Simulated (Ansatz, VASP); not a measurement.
One calculation of Tl, two programs

```
CELL_PARAMETERS angstrom
3.38693 0.00000 0.00000
-1.69346 2.93317 0.00000
0.00000 0.00000 5.48466
ATOMIC_POSITIONS crystal
Tl 0.33333 0.66667 0.25000
Tl 0.66667 0.33333 0.75000
```

Alike in both runs: functional LDA; k mesh 14 × 14 × 8; occupations fermi-dirac, width 0.05 eV; no spin polarisation.

Ansatz relaxed the structure, and its values are those at the end. VASP's run is a single point on that final structure, the one shown.

```csv
,VASP,Ansatz
version,VASP 6.6.1,Ansatz 0.2.0
potentials or method,"VASP PAW LDA potentials, release 64 (Tl_d), cutoff 520 eV","all-electron LAPW, scalar-relativistic"
```

VASP gave:

- pressure (GPa): 0.1

Question: What did Ansatz give for the same quantities?

Answer: Pressure (GPa): 0.0.

LDA's correlation is that of Perdew and Zunger in VASP and of Perdew and Wang (1992) in Ansatz. Ansatz ran all-electron here, and VASP with PAW potentials.

Spin-orbit coupling is off throughout.
